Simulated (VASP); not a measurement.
# C (Fd-3m) in VASP: further runs, part 2 of 2

VASP 6.6.1. The steps go on from the part before.

**4. Single point, LDA**

This run uses another cell than the first one: it holds 4 atoms, not 2.

INCAR

```
SYSTEM = C
PREC = Accurate ; ENCUT = 520
EDIFF = 1E-6 ; ISMEAR = -1
SIGMA = 0.02 ; LREAL = .False.
LASPH = .True. ; NELM = 80
ALGO = Normal ; ISIF = 2
LWAVE = .False. ; LCHARG = .False.
NBANDS = 16
```

KPOINTS

```
regular mesh
0
Gamma
  10 10 7
  0 0 0
```

POSCAR

```
C
1.0
    1.7658745511      1.7658745511      0.0000000000
   -1.7658745511      1.7658745511      0.0000000000
    0.0000000000      0.0000000000      3.5317491022
C
4
Direct
    0.2500000000      0.5000000000      0.3750000000
    0.7500000000      0.0000000000      0.8750000000
    0.2500000000      0.0000000000      0.1250000000
    0.7500000000      0.5000000000      0.6250000000
```

Potentials or basis: VASP PAW LDA potentials, release 64 (C).

Run with:

```sh
cat potpaw_LDA.64/C/POTCAR > POTCAR
mpirun -np 1 vasp_std > vasp.out
```

OUTCAR:

```text
SYSTEM = C
   PREC = Accurate
   ENCUT = 520
   EDIFF = 1E-6
   ISMEAR = -1
   LREAL = .False.
   LASPH = .True.
   NELM = 80
   ISIF = 2

 ion  position               nearest neighbor table
   1  0.250  0.500  0.375-   3 1.53   4 1.53   3 1.53   4 1.53
   2  0.750  0.000  0.875-   3 1.53   4 1.53   4 1.53   3 1.53
   3  0.250  0.000  0.125-   1 1.53   2 1.53   1 1.53   2 1.53
   4  0.750  0.500  0.625-   1 1.53   2 1.53   2 1.53   1 1.53

  LATTYP: Found a simple tetragonal cell.
 ALAT       =     2.4973237396
 C/A-ratio  =     1.4142135624

  Lattice vectors:

 A1 = (   1.7658745511,   1.7658745511,   0.0000000000)
 A2 = (  -1.7658745511,   1.7658745511,   0.0000000000)
 A3 = (   0.0000000000,   0.0000000000,   3.5317491022)

Analysis of symmetry for initial positions (statically):
=====================================================================
 Subroutine PRICEL returns following result:

  LATTYP: Found a face centered cubic cell.
 ALAT       =     3.5317491022

  Lattice vectors:

 A1 = (   0.0000000000,  -1.7658745511,  -1.7658745511)
 A2 = (   1.7658745511,   0.0000000000,  -1.7658745511)
 A3 = (   1.7658745511,  -1.7658745511,  -0.0000000000)

   2 primitive cells build up your supercell.

 Routine SETGRP: Setting up the symmetry group for a
 simple tetragonal supercell.

 Subroutine GETGRP returns: Found 16 space group operations
 (whereof  4 operations were pure point group operations)
 out of a pool of 16 trial point group operations.

The static configuration has the point symmetry C_2h.
 The point group associated with its full space group is D_4h.

Analysis of symmetry for dynamics (positions and initial velocities):
=====================================================================
 Subroutine PRICEL returns following result:

  LATTYP: Found a face centered cubic cell.
 ALAT       =     3.5317491022

  Lattice vectors:

 A1 = (   0.0000000000,  -1.7658745511,  -1.7658745511)
 A2 = (   1.7658745511,   0.0000000000,  -1.7658745511)
 A3 = (   1.7658745511,  -1.7658745511,  -0.0000000000)

   2 primitive cells build up your supercell.

 Routine SETGRP: Setting up the symmetry group for a
 simple tetragonal supercell.

 Subroutine GETGRP returns: Found 16 space group operations
 (whereof  4 operations were pure point group operations)
 out of a pool of 16 trial point group operations.

The dynamic configuration has the point symmetry C_2h.
 The point group associated with its full space group is D_4h.

 Subroutine INISYM returns: Found 16 space group operations
 (whereof  4 operations are pure point group operations),
 and found     2 'primitive' translations

----------------------------------------------------------------------------------------

                                     Primitive cell

  volume of cell :      11.0131

  direct lattice vectors                    reciprocal lattice vectors
     0.000000000 -1.765874551 -1.765874551    -0.283145821 -0.283145821 -0.283145821
     1.765874551  0.000000000 -1.765874551     0.283145821  0.283145821 -0.283145821
     1.765874551 -1.765874551 -0.000000000     0.283145821 -0.283145821  0.283145821

  length of vectors
     2.497323740  2.497323740  2.497323740     0.490422948  0.490422948  0.490422948

  position of ions in fractional coordinates (direct lattice)
[... 36 lines left out ...]
  0.000000  0.000000  0.000000      1.000000
  0.100000  0.000000  0.000000      4.000000
  0.200000  0.000000  0.000000      4.000000
  0.300000  0.000000  0.000000      4.000000
  0.400000  0.000000  0.000000      4.000000
  0.500000  0.000000  0.000000      2.000000
[... 16 lines left out ...]
  0.100000  0.000000  0.142857      8.000000
  0.200000  0.000000  0.142857      8.000000
 [... further k-points ...]
   k-points           NKPTS =     84   k-points in BZ     NKDIM =     84   number of bands    NBANDS=     16
   number of dos      NEDOS =    301   number of ions     NIONS =      4
   total plane-waves  NPLWV =  11200
   dimension x,y,z NGX =    20 NGY =   20 NGZ =   28
   dimension x,y,z NGXF=    40 NGYF=   40 NGZF=   56
   ions per type =               4
   NGX,Y,Z   is equivalent  to a cutoff of  13.31, 13.31, 13.18 a.u.
   NGXF,Y,Z  is equivalent  to a cutoff of  26.63, 26.63, 26.36 a.u.
 SYSTEM =  C
   PREC   = accura    normal or accurate (medium, high low for compatibility)
   ISTART =      0    job   : 0-new  1-cont  2-samecut
   ICHARG =      2    charge: 1-file 2-atom 10-const
   ISPIN  =      1    spin polarized calculation?
   LNONCOLLINEAR =      F non collinear calculations
   LSORBIT =      F    spin-orbit coupling
   LASPH  =      T    aspherical Exc in radial PAW
   ENCUT  =  520.0 eV  38.22 Ry    6.18 a.u.   4.64  4.64  6.57*2*pi/ulx,y,z
   NELM   =     80;   NELMIN=  2; NELMDL= -5     # of ELM steps
   EDIFF  = 0.1E-05   stopping-criterion for ELM
   LREAL  =      F    real-space projection
   EDIFFG = 0.1E-04   stopping-criterion for IOM
   NSW    =      0    number of steps for IOM
   IBRION =     -1    ionic relax: 0-MD 1-quasi-New 2-CG
   NFREE  =      0    steps in history (QN), initial steepest desc. (CG)
   ISIF   =      2    stress and relaxation
   ISYM   =      2    0-nonsym 1-usesym 2-fastsym
   POTIM  = 0.5000    time-step for ionic-motion
   TEBEG  =    0.0;   TEEND  =   0.0 temperature during run
   PSTRESS=    0.0 pullay stress
   NELECT =      16.0000    total number of electrons
   NUPDOWN=      -1.0000    fix difference up-down
   EMIN   =  10.00;   EMAX   =-10.00  energy-range for DOS
   EFERMI =   0.00;   METHOD = LEGACY
   ISMEAR =    -1;   SIGMA  =   0.02  broadening in eV -4-tet -1-fermi 0-gaus
   EFERMI_NEDOS =   21; number of points for ismear=-14 and -15
   IALGO  =     38    algorithm
   IMIX   =      4    mixing-type and parameters
     AMIX     =   0.40;   BMIX     =  1.00
     AMIX_MAG =   1.60;   BMIX_MAG =  1.00
  volume/ion in A,a.u.               =       5.51        37.16
  Fermi-wavevector in a.u.,A,eV,Ry     =   1.471640  2.780997 29.466476  2.165725
  Thomas-Fermi vector in A             =   2.586752
   LORBIT       =      0    0 simple, 1 ext, 2 COOP (PROOUT), +10 PAW based schemes
   GGA     = CA    functional components
   LHFCALC =     F    Hartree Fock is set to
   AEXX    =    0.0000 exact exchange contribution
   IVDW    =     0    specifies the selected vdW correction
   LEPSILON=     F    determine dielectric tensor
   LRPA    =     F    only Hartree local field effects (RPA)
 non-spin polarized calculation
  energy-cutoff  :      520.00
  volume of cell :       22.03
 maximum number of plane-waves:       609
 NGX is ok and might be reduce to    20

 number of electron      16.0000004 magnetization

 Free energy of the ion-electron system (eV)
  ---------------------------------------------------
  ext. energy  EPLUGINS =         0.00000000
  ---------------------------------------------------
  free energy    TOTEN  =       -40.49041879 eV

  energy without entropy =      -40.49041879  energy(sigma->0) =      -40.49041879

 E-fermi :  10.5496     XC(G=0): -13.6432

 val. band max:       10.1612459289   @ k =   0.0000   0.0000   0.0000
 cond. band min:      14.3314260668   @ k =   0.0000   0.0000   0.2857
 fundamental gap:      4.1701801379
 Fermi energy:        10.5495501093

 k-point     1 :       0.0000    0.0000    0.0000
  band No.  band energies     occupation
      1     -11.5555      2.00000
      2      -2.6574      2.00000
      3      -2.6574      2.00000
      4       3.6910      2.00000
      5       3.6910      2.00000
      6      10.1612      2.00000
[... 433 lines left out ...]
      3      -0.5702      2.00000
      4       1.7964      2.00000
      5       4.4881      2.00000
      6       5.8785      2.00000
[... 8 lines left out ...]
     15      24.9432      0.00000
     16      25.6605      0.00000

 [... further k-points ...]

------------------------ aborting loop because EDIFF is reached ----------------------------------------

  FORCE on cell =-STRESS in cart. coord.  units (eV):
  Direction    XX          YY          ZZ          XY          YZ          ZX
  --------------------------------------------------------------------------------------
  -------------------------------------------------------------------------------------
  Total        0.2225851      0.2225851      0.2218900      0.0000000      0.0000000      0.0000000
  in kB       16.1907535     16.1907535     16.1401959      0.0000000      0.0000000      0.0000000
  external PRESSURE =      16.1739010 kB  Pullay stress =       0.0000000 kB

 VOLUME and BASIS-vectors are now :
 -----------------------------------------------------------------------------
  energy-cutoff  :      520.00
  volume of cell :       22.03
      direct lattice vectors                 reciprocal lattice vectors
     1.765874551  1.765874551  0.000000000     0.283145821  0.283145821  0.000000000
    -1.765874551  1.765874551  0.000000000    -0.283145821  0.283145821  0.000000000
     0.000000000  0.000000000  3.531749102     0.000000000  0.000000000  0.283145821

 POSITION                                       TOTAL-FORCE (eV/Angst)
 -----------------------------------------------------------------------------------
     -0.44147      1.32441      1.32441         0.000000      0.000000      0.000000
      1.32441      1.32441      3.09028         0.000000      0.000000     -0.000000
      0.44147      0.44147      0.44147        -0.000000     -0.000000      0.000000
      0.44147      2.20734      2.20734        -0.000000     -0.000000      0.000000
 -----------------------------------------------------------------------------------
    total drift:                               -0.000000      0.000000     -0.000000

  FREE ENERGIE OF THE ION-ELECTRON SYSTEM (eV)
  ---------------------------------------------------
  free  energy   TOTEN  =       -40.4904187903 eV

  energy  without entropy=      -40.4904187903  energy(sigma->0) =      -40.49041879
```

OSZICAR:

```text
N       E                     dE             d eps       ncg     rms          rms(c)
DAV:   1     0.106233594743E+02    0.10623E+02   -0.80698E+03  2688   0.968E+02
DAV:   2    -0.406454583067E+02   -0.51269E+02   -0.47137E+02  3904   0.178E+02
DAV:   3    -0.422217660534E+02   -0.15763E+01   -0.15725E+01  3008   0.265E+01
DAV:   4    -0.422275841201E+02   -0.58181E-02   -0.58176E-02  3320   0.207E+00
DAV:   5    -0.422276128606E+02   -0.28741E-04   -0.28740E-04  2952   0.126E-01    0.837E+00
DAV:   6    -0.409389559071E+02    0.12887E+01   -0.82268E-01  3000   0.562E+00    0.486E+00
DAV:   7    -0.404910794641E+02    0.44788E+00   -0.92219E-01  3232   0.612E+00    0.107E+00
DAV:   8    -0.404904484975E+02    0.63097E-03   -0.17959E-02  2848   0.918E-01    0.484E-02
DAV:   9    -0.404904152337E+02    0.33264E-04   -0.84361E-05  3088   0.736E-02    0.275E-02
DAV:  10    -0.404904189739E+02   -0.37402E-05   -0.53734E-06  3240   0.174E-02    0.508E-03
DAV:  11    -0.404904187903E+02    0.18361E-06   -0.71504E-07  1624   0.544E-03
   1 F= -.40490419E+02 E0= -.40490419E+02  d E =-.130121E-10
```

Wall time 26 s (1 thread of Intel Xeon 8259CL, shared host); peak memory 0.13 GiB.

Results:

```
Free energy            : -40.4904 eV
Pressure               : 1.6 GPa
Band gap on the k mesh : 4.17 eV
```

A k mesh can miss the band edges.

**5. Relaxation of cell and atoms, LDA**

This run uses another cell than the first one, of 5.70 Å³/atom.

INCAR

```
PREC     = Accurate       # precision mode
ENCUT    = 600            # plane-wave cutoff, eV
EDIFF    = 1E-6           # SCF threshold, eV
ISMEAR   = -1             # smearing method
SIGMA    = 0.02           # smearing width, eV
LREAL    = F              # projectors in reciprocal space
LASPH    = T              # aspherical terms in the spheres
NELM     = 100            # most SCF steps
ALGO     = Normal         # electronic algorithm
ISIF     = 3              # what is computed and relaxed
LWAVE    = F              # write WAVECAR
LCHARG   = F              # write CHGCAR
IBRION   = 2              # ionic algorithm
NSW      = 60             # ionic steps
EDIFFG   = -0.005         # ionic threshold
```

KPOINTS

```
Automatic mesh
0
Gamma
  16 16 16
```

POSCAR

```
C
1.0
    0.0000000000      1.7863159877      1.7863159877
    1.7863159877      0.0000000000      1.7863159877
    1.7863159877      1.7863159877      0.0000000000
C
2
Direct
   -0.1250000000     -0.1250000000     -0.1250000000
    0.1250000000      0.1250000000      0.1250000000
```

Run with:

```sh
cat potpaw_LDA.64/C/POTCAR > POTCAR
mpirun -np 1 vasp_std > vasp.out
```

Run time: 45 s. Hardware: 1 thread of Intel Xeon 8259CL, shared host; peak memory 0.12 GiB.

It converged, with:

* Free energy: -20.2542 eV
* Relaxed volume: 5.52 Å³/atom
* Relaxed cell: a = 2.499 Å, b = 2.499 Å, c = 2.499 Å, α = 60.00°, β = 60.00°, γ = 60.00°
* Space group after relaxing (to 0.1 Å): Fd-3m (No. 227)
* Energy gained by relaxing: 8.5 meV/atom
* Ionic steps: 6
* Pressure after relaxing: 0.0 GPa
* Band gap on the k mesh: 4.17 eV (least direct gap 5.62 eV)

The path:
| step | energy change (eV) | largest force (eV/Å) | pressure (GPa) | volume (Å³) |
| --- | --- | --- | --- | --- |
| 1 | 0.0000 | 0.0000 | -14.44 | 11.40 |
| 2 | 0.0123 | 0.0000 | 21.30 | 10.57 |
| 3 | -0.0171 | 0.0000 | -0.15 | 11.03 |
| 4 | -0.0171 | 0.0000 | 0.15 | 11.03 |
| 5 | -0.0171 | 0.0000 | -0.16 | 11.03 |
| 6 | -0.0171 | 0.0000 | -0.03 | 11.03 |

Final structure:
```
C
1.0
     0.00000    1.76681    1.76681
     1.76681    0.00000    1.76681
     1.76681    1.76681    0.00000
C
2
Direct
  0.87500 0.87500 0.87500
  0.12500 0.12500 0.12500
```

Levels at points of the mesh, in eV from the valence-band top:
```
           k point  band 2  band 3  band 4  band 5  band 6  band 7
(0.00, 0.00, 0.00)    0.00    0.00    0.00    5.62    5.62    5.62
(0.50, 0.00, 0.00)  -13.67   -2.86   -2.86    8.50    8.50    9.40
(0.50, 0.50, 0.00)  -12.81   -6.46   -6.46    4.77    4.77   17.05
```

**6. Summary**

| task | cell | k mesh | cutoff (eV) | gap on the mesh (eV) | pressure (GPa) |
| --- | --- | --- | --- | --- | --- |
| single point | a = 2.497 Å, angles 60.0°, 2 atoms, atomic positions A | 16 × 16 × 16 | 520 | 4.17 | 1.6 |
| single point | a = 2.497, b = 2.497, c = 3.532 Å, 4 atoms, atomic positions B | 10 × 10 × 7 | 520 | 4.17 | 1.6 |
| relaxation of cell and atoms | relaxed from a = 2.526 Å, angles 60.0°, 2 atoms, atomic positions A | 16 × 16 × 16 | 600 | 4.17 | 0.0 |

Alike in all rows: level LDA; potentials or basis VASP PAW LDA potentials, release 64 (C); no spin polarisation; smearing fermi-dirac 0.02 eV.

Absolute energies hang on the potentials; compare differences alone.
